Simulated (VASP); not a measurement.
Wanted: the native input for a VASP 6.6.1 run.

* Task: single point
* Functional: PBEsol
* Dispersion: D3(BJ)
* Potentials or basis: VASP PAW PBE potentials, release 64 (Sc_sv)
* Cutoff: 520 eV
* k mesh: 15 × 15 × 8
* Occupations: fermi-dirac, width 0.1 eV
* Spin: no spin polarisation
* Dipole correction: no
* Further INCAR settings: ALGO = Normal; EDIFF = 1e-06; NBANDS = 18

The structure of Sc lies in POSCAR:

```
Sc
1.0
    2.5399906855      0.0000000000      0.0000000000
   -1.2699953427      2.1996964590      0.0000000000
    0.0000000000      0.0000000000      4.2463901724
Sc
2
Direct
    0.3333333333      0.6666666667      0.2500000000
    0.6666666667      0.3333333333      0.7500000000
```

The input as run:

INCAR

```
ALGO     = Normal         # electronic algorithm
EDIFF    = 1E-6           # SCF threshold, eV
ENCUT    = 520            # plane-wave cutoff, eV
GGA      = PS             # functional
ISIF     = 2              # what is computed and relaxed
ISMEAR   = -1             # smearing method
IVDW     = 12             # dispersion correction
LASPH    = True           # aspherical terms in the spheres
LCHARG   = False          # write CHGCAR
LREAL    = False          # projectors in reciprocal space
LWAVE    = False          # write WAVECAR
NBANDS   = 18             # bands
NELM     = 80             # most SCF steps
PREC     = Accurate       # precision mode
SIGMA    = 0.1            # smearing width, eV
```

KPOINTS

```
k-points
0
Gamma
  15 15 8
```

Potentials or basis: VASP PAW PBE potentials, release 64 (Sc_sv).

Run with:

```bash
$ cat potpaw_PBE.64/Sc_sv/POTCAR > POTCAR
$ mpirun -np 1 vasp_std > vasp.out
```

It gave:

```yaml
Pressure: 91.5 GPa
Band_gap_on_the_k_mesh: zero (band 11 reaches 10.98 eV, above the bottom of band 12 at 8.24 eV)
Dispersion_energy_per_atom: -0.837 eV
```

Caveat: three body term missing; the PAW data sets were made with another functional, which shifts forces and pressure a little; pairwise dispersion overbinds metals, which lowers pressure and volume.

Wall time 37 s on 1 thread of Intel(R) Xeon(R) Platinum 8259CL CPU @ 2.50GHz (Skylake/Cascade Lake), on a shared host, peak memory 0.18 GiB.
